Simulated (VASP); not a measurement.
A run of VASP 6.6.1:

File INCAR:

```
ALGO = Normal ; EDIFF = 1E-7
ENCUT = 520 ; ISIF = 2
ISMEAR = -1 ; LASPH = T
LCHARG = T ; LDAU = T
LDAUJ = 0 0 ; LDAUL = 2 -1
LDAUPRINT = 1 ; LDAUTYPE = 2
LDAUU = 4 0 ; LELF = T
LMAXMIX = 4 ; LREAL = F
LVHAR = T ; LWAVE = F
NBANDS = 17 ; NELM = 150
PREC = Accurate ; SIGMA = 0.05
```

File KPOINTS:

```
k-points
0
Gamma
  9 9 9
```

File POSCAR:

```
WS
1.0
    3.0078900000      0.0000000000      0.0000000000
    0.0000000000      3.0078900000      0.0000000000
    0.0000000000      0.0000000000      3.0078900000
W S
1 1
Direct
    0.5000000000      0.5000000000      0.5000000000
    0.0000000000      0.0000000000      0.0000000000
```

Potentials or basis: VASP PAW LDA potentials, release 64 (W_sv, S).

Command:

```bash
$ cat potpaw_LDA.64/W_sv/POTCAR potpaw_LDA.64/S/POTCAR > POTCAR
$ mpirun -np 1 vasp_std > vasp.out
```

Hardware: 1 thread of Intel Xeon 6975P-C (shared host).

Q: How long does it take, and how much memory?

A: It took 6.1 s on 1 thread of Intel Xeon 6975P-C, on a shared host, peak memory 0.14 GiB. Counts: scf iterations 13, k points 35.
